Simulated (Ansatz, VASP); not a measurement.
## One calculation of Ti, two programs

The input INCAR:

```
SYSTEM = Ti
AGGAC = 1.0 ; AGGAX = 1.0
ALDAC = 0.0 ; ALDAX = 1.0
ALGO = Normal ; EDIFF = 1E-6
ENCUT = 520 ; GGA = B5
ISIF = 2 ; ISMEAR = 1
LASPH = .TRUE. ; LCHARG = .FALSE.
LREAL = .FALSE. ; LWAVE = .FALSE.
NBANDS = 12 ; NELM = 100
PREC = Accurate ; SIGMA = 0.1
```

File KPOINTS:

```
k-points
0
G
  12 12 12
  0 0 0
```

The input POSCAR:

```
Ti
1.0
   -1.6410000000      1.6410000000      1.6410000000
    1.6410000000     -1.6410000000      1.6410000000
    1.6410000000      1.6410000000     -1.6410000000
Ti
1
Direct
    0.0000000000      0.0000000000      0.0000000000
```

Input for Ansatz:

```yaml
crystal:
  lattice:
    - [-1.641, 1.641, 1.641]
    - [1.641, -1.641, 1.641]
    - [1.641, 1.641, -1.641]
  atoms:
    - { symbol: Ti, position: [0.0, 0.0, 0.0] }
basis:
  ecutwfc: 435.382179935808
kpoints:
  mp_grid:
    grid: [12, 12, 12]
hamiltonian:
  xc: blyp
  pseudopotentials:
    kind: paw
scf:
  occupations:
    method: cold
    width: 0.1
output:
  stress: true
```

Alike in both runs: task single point; functional BLYP; k mesh 12 × 12 × 12; no spin polarisation.

|  | VASP | Ansatz |
| --- | --- | --- |
| version | VASP 6.6.1 | Ansatz 0.2.0 |
| potentials or method | VASP PAW PBE potentials, release 64 (Ti_sv), cutoff 520 eV | plane waves, PAW |
| occupations | methfessel-paxton of order 1, width 0.1 eV | cold, width 0.1 eV |
| valence electrons in the cell | 12 | 12 |

Ansatz gave:

- pressure (GPa): -0.4

**Question.** Which values does VASP return?

**Answer.** Pressure (GPa): -0.5.

VASP's potentials were made for PBE, not for BLYP.
